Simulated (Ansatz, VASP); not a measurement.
# Two plane-wave programs on FeB3Pt

```
CELL_PARAMETERS angstrom
4.09880 0.00000 0.00000
0.00000 4.09880 0.00000
0.00000 0.00000 4.09880
ATOMIC_POSITIONS crystal
Fe 0.00000 0.00000 0.00000
B 0.00000 0.50000 0.50000
B 0.50000 0.50000 0.00000
B 0.50000 0.00000 0.50000
Pt 0.50000 0.50000 0.50000
```

Change from the starting cell: species swapped into the CeBRh3 type (Pm-3m, No. 221).

Alike in both runs: functional PBE; k mesh 10 × 10 × 10; occupations gaussian, width 0.1 eV; collinear spin.

Ansatz relaxed the structure, and its values are those at the end. VASP's run is a single point on that final structure, the one shown.

```csv
,VASP,Ansatz
version,VASP 6.6.1,Ansatz 0.2.0
potentials or method,"VASP PAW PBE potentials, release 64 (Fe, B, Pt), cutoff 520 eV","scalar-relativistic, plane waves, PAW"
valence electrons in the cell,27,43
```

|  | VASP | Ansatz | Ansatz less VASP |
| --- | --- | --- | --- |
| gap on the k mesh at the Fermi level (eV) | none | none | - |
| pressure (GPa) | -0.2 | 0.0 | +0.18 |
| net moment per atom (μB) | 0.54 | 0.55 | +0.004 |
| size of the moment on the site where the two differ most (μB) | 3.00 | 3.06 | +0.059 |

Site moments also hang on the region over which each program counts them. A gap of «none» marks a metal or a gap that the smearing closes. With one functional, cell and mesh, what is left measures potentials, basis and numerics. VASP's potentials hold 27 valence electrons a cell and Ansatz's 43, so a difference there can come from the potentials and not from the codes.

Spin-orbit coupling is off throughout.
